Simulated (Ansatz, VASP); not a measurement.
One calculation of B5N, two programs

The input INCAR:

```
SYSTEM = B5N
PREC = Accurate
ENCUT = 520
EDIFF = 1E-6
ISMEAR = 0
SIGMA = 0.1
LREAL = .False.
LASPH = .True.
NELM = 150
ALGO = Normal
ISIF = 2
LWAVE = .False.
LCHARG = .True.
ISPIN = 2
MAGMOM = 0 0 0 0 0 1
LORBIT = 11
GGA = PE
LELF = .True.
LVHAR = .True.
NBANDS = 23
```

Contents of KPOINTS:

```
Automatic mesh
0
Gamma
  12 12 2
  0 0 0
```

File POSCAR:

```
B5N
1.0
    2.2153954400      0.0000000000      0.0000000000
   -1.1076977200      1.9185887300      0.0000000000
    0.0000000000      0.0000000000     10.7684629500
B N
5 1
Direct
    0.6666666700      0.3333333300      0.8353336500
    0.0000000000      0.0000000000      0.6676422400
    0.6666666700      0.3333333300      0.5000000000
    0.0000000000      0.0000000000      0.3323577600
    0.6666666700      0.3333333300      0.1646663500
    0.0000000000      0.0000000000      0.0000000000
```

Input for Ansatz:

```yaml
crystal:
  lattice:
    - [2.21539544, 0.0, 0.0]
    - [-1.10769772, 1.91858873, 0.0]
    - [0.0, 0.0, 10.76846295]
  atoms:
    - { symbol: B, position: [0.66666667, 0.33333333, 0.83533365] }
    - { symbol: B, position: [0.0, 0.0, 0.66764224] }
    - { symbol: B, position: [0.66666667, 0.33333333, 0.5] }
    - { symbol: B, position: [0.0, 0.0, 0.33235776] }
    - { symbol: B, position: [0.66666667, 0.33333333, 0.16466635] }
    - { symbol: "N", position: [0.0, 0.0, 0.0], spin: 1.0 }
basis:
  ecutwfc: 420
kpoints:
  mp_grid: { grid: [12, 12, 2] }
hamiltonian:
  xc: pbe
scf:
  occupations: { method: gaussian, width: 0.1 }
  lower_state_search: "off"
output:
  forces: true
  stress: true
  eigenvalues: true
  populations: true
magnetization:
  spin_polarized: true
```

Change from the starting cell: species swapped into the MgCd5 type (P-6m2, No. 187).

Alike in both runs: task single point; functional PBE; k mesh 12 × 12 × 2; occupations gaussian, width 0.1 eV; collinear spin.

|  | VASP | Ansatz |
| --- | --- | --- |
| version | VASP 6.6.1 | Ansatz 0.2.0 |
| potentials or method | VASP PAW PBE potentials, release 64 (B, N), cutoff 520 eV | scalar-relativistic, plane waves, PAW |
| valence electrons in the cell | 20 | 20 |

```tsv
	VASP	Ansatz	Ansatz less VASP
gap on the k mesh at the Fermi level (eV)	none	none	-
rms of the force components (eV/Å)	0.130	0.129	-0.0008
net moment per atom (μB)	0.00	0.00	0.000
```

Atom by atom the forces differ by 0.001 eV/Å (rms over components). A gap of «none» marks a metal or a gap that the smearing closes. With one functional, cell and mesh, what is left measures potentials, basis and numerics. Ansatz's warnings: seeded moment not kept.
